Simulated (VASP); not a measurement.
Runs of VASP 6.6.1 on AlGa3N4. The structure is that of space group R3m (No. 160), or close to it. The cells are those of the table. 

```csv
cell,gap on the mesh (eV),pressure (GPa),largest force (eV/Å)
"a = 4.338 Å, angles 82.7°, 8 atoms",1.52,(c),2.07
"a = 4.429 Å, angles 91.7°, 8 atoms",(b),1.6,0.63
"a = 4.369 Å, angles 88.2°, 8 atoms",(a),10.9,0.64
"a = 4.313 Å, angles 93.4°, 8 atoms",2.73,24.9,2.11
"a = 4.307 Å, angles 91.7°, 8 atoms",2.98,22.5,0.92
```

Alike in all rows: task single point; level LDA; potentials or basis VASP PAW LDA potentials, release 64 (Al, Ga_d, N); no spin polarisation; k mesh 6 × 6 × 6; cutoff (eV) 520; smearing gaussian 0.05 eV.

Problem. Estimate the missing entries.

Solution. (a) 2.72; (b) 2.41; (c) 32.0.

Caveats: the cell stands under pressure (at least some runs); forces of over 1 eV/Å act on the atoms, so gaps and moduli don't describe the material at rest (at least some runs).

A k mesh can miss the band edges, and the runs leave out spin-orbit coupling on Ga.
